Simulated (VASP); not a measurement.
Input of a VASP 6.6.1 run:

The input INCAR:

```
SYSTEM = ZnSe
  ALGO = Normal
  EDIFF = 1E-6
  ENCUT = 520
  GGA = PS
  ISIF = 2
  ISMEAR = 0
  LASPH = .True.
  LCHARG = .False.
  LREAL = .False.
  LWAVE = .False.
  NBANDS = 16
  NELM = 100
  PREC = Accurate
  SIGMA = 0.05
```

The input KPOINTS:

```
k-points
0
Gamma
  12 12 12
  0 0 0
```

The input POSCAR:

```
ZnSe
1.0
    0.0000000000      2.4857813196      2.4857813196
    2.4857813196      0.0000000000      2.4857813196
    2.4857813196      2.4857813196      0.0000000000
Se Zn
1 1
Direct
    0.0000000000      0.0000000000      0.0000000000
    0.5000000000      0.5000000000      0.5000000000
```

Potentials or basis: VASP PAW PBE potentials, release 64 (Se, Zn).

Command:

```sh
$ cat potpaw_PBE.64/Se/POTCAR potpaw_PBE.64/Zn/POTCAR > POTCAR
$ mpirun -np 1 vasp_std > vasp.out
```

**Question.** Estimate the band gap on the k mesh.

**Answer.** Zero (band 9 reaches 5.55 eV, above the bottom of band 10 at 4.26 eV).

**Question.** Predict the pressure.

**Answer.** 22.2 GPa.

Caveat: the PAW data sets were made with another functional, which shifts forces and pressure a little.
